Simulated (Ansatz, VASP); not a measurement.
# HC4 in VASP and in Ansatz

Contents of INCAR:

```
SYSTEM = HC4
ALGO     = Normal         ! electronic algorithm
DIPOL    = 0.5 0.5 0.231
EDIFF    = 1E-7           ! SCF threshold, eV
ENCUT    = 520            ! plane-wave cutoff, eV
GGA      = PE             ! functional
IDIPOL   = 3            
ISIF     = 2              ! what is computed and relaxed
ISMEAR   = 0              ! smearing method
IVDW     = 12             ! dispersion correction
LASPH    = .TRUE.         ! aspherical terms in the spheres
LCHARG   = .FALSE.        ! write CHGCAR
LDIPOL   = .TRUE.       
LREAL    = .FALSE.        ! projectors in reciprocal space
LWAVE    = .FALSE.        ! write WAVECAR
NBANDS   = 28             ! bands
NELM     = 100            ! most SCF steps
PREC     = Accurate       ! precision mode
SIGMA    = 0.1            ! smearing width, eV
```

Contents of KPOINTS:

```
k-points
0
G
  6 6 1
  0 0 0
```

Contents of POSCAR:

```
HC4
1.0
    4.9313048819      0.0000000000      0.0000000000
   -2.4656524409      4.2706353015      0.0000000000
    0.0000000000      0.0000000000     18.0000331942
C H
8 2
Direct
    0.3333333333      0.1666666667      0.2222236565
    0.3333333333      0.6666666667      0.2222236565
    0.8333333333      0.1666666667      0.2222236565
    0.8333333333      0.6666666667      0.2222236565
    0.1666666667      0.3333333333      0.2222218124
    0.1666666667      0.8333333333      0.2222218124
    0.6666666667      0.3333333333      0.2222218124
    0.6666666667      0.8333333333      0.2222218124
    0.2572885523      0.1666666667      0.2650013554
    0.4093781144      0.1666666667      0.2650013554
```

Input for Ansatz:

```yaml
crystal:
  lattice:
    - [4.9313048819, 0.0, 0.0]
    - [-2.4656524409, 4.2706353015, 0.0]
    - [0.0, 0.0, 18.0000331942]
  atoms:
    - { symbol: C, position: [0.3333333333, 0.1666666667, 0.2222236565] }
    - { symbol: C, position: [0.3333333333, 0.6666666667, 0.2222236565] }
    - { symbol: C, position: [0.8333333333, 0.1666666667, 0.2222236565] }
    - { symbol: C, position: [0.8333333333, 0.6666666667, 0.2222236565] }
    - { symbol: C, position: [0.1666666667, 0.3333333333, 0.2222218124] }
    - { symbol: C, position: [0.1666666667, 0.8333333333, 0.2222218124] }
    - { symbol: C, position: [0.6666666667, 0.3333333333, 0.2222218124] }
    - { symbol: C, position: [0.6666666667, 0.8333333333, 0.2222218124] }
    - { symbol: H, position: [0.2572885523, 0.1666666667, 0.2650013554] }
    - { symbol: H, position: [0.4093781144, 0.1666666667, 0.2650013554] }
basis:
  ecutwfc: 420
kpoints:
  mp_grid: { grid: [6, 6, 1] }
hamiltonian:
  xc: pbe
  pseudopotentials: { kind: paw, azcp: { folder: soft_1 } }
  dispersion: d3bj
scf:
  occupations: { method: gaussian, width: 0.1 }
output:
  forces: true
  eigenvalues: true
efield:
  axis: 3
  dipole_correction: true
  ramp_width: 0.04
```

Alike in both runs: task single point; functional PBE; dispersion D3(BJ); k mesh 6 × 6 × 1; occupations gaussian, width 0.1 eV; no spin polarisation.

|  | VASP | Ansatz |
| --- | --- | --- |
| version | VASP 6.6.1 | Ansatz 0.2.0 |
| potentials or method | VASP PAW PBE potentials, release 64 (C, H), cutoff 520 eV | scalar-relativistic, plane waves, PAW |
| valence electrons in the cell | 34 | 34 |

VASP gave:

| Property | Result |
| --- | --- |
| gap on the k mesh at the Fermi level (eV) | 0.09 |
| least direct gap on the mesh (eV) | 0.47 |
| rms of the force components (eV/Å) | 7.076 |

Task: Which values does Ansatz return?

Result: gap on the k mesh at the Fermi level (eV): 0.09; least direct gap on the mesh (eV): 0.47; rms of the force components (eV/Å): 6.974.

Atom by atom the forces differ by 0.105 eV/Å (rms over components).
